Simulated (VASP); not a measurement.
Crystal: Sm3Ta.

```
Sm Ta
1.0
    -2.94109    2.94109    2.94109
     2.94109   -2.94109    2.94109
     2.94109    2.94109   -2.94109
Sm Ta
3 1
Direct
  0.00000 0.50000 0.50000
  0.50000 0.00000 0.50000
  0.50000 0.50000 0.00000
  0.00000 0.00000 0.00000
```

The cell was built from a structure type or drawn by symmetry, and may not be a known phase.

- Program: VASP 6.6.1
- Task: relaxation of cell and atoms
- Functional: PBE
- Potentials or basis: VASP PAW PBE potentials, release 64 (Sm_3, Ta_pv), 4f in core
- Cutoff: 500 eV
- k mesh: 5 × 5 × 5
- Occupations: gaussian, width 0.2 eV
- Spin: no spin polarisation

At the start: pressure 9.6 GPa; volume 25.44 Å³/atom.

Task: How do energy, volume and symmetry change on relaxing?

Result: Over 3 steps the energy falls by 112.9 meV/atom and the volume is 29.74 Å³/atom (+16.9 %); space group Im-3m (No. 229, to 0.1 Å) before and after.

Step by step:
```tsv
step	energy change (eV)	largest force (eV/Å)	pressure (GPa)	volume (Å³)
1	0.0000	0.0000	9.60	101.76
2	-0.4040	0.0000	-2.15	125.89
3	-0.4515	0.0000	0.06	118.94
```

Final structure:
```
Sm Ta
1.0
    -3.09809    3.09809    3.09809
     3.09809   -3.09809    3.09809
     3.09809    3.09809   -3.09809
Sm Ta
3 1
Direct
  0.00000 0.50000 0.50000
  0.50000 0.00000 0.50000
  0.50000 0.50000 0.00000
  0.00000 0.00000 0.00000
```

Caveat: the volume moved by over 15 % at a fixed basis, so the end points are rough.
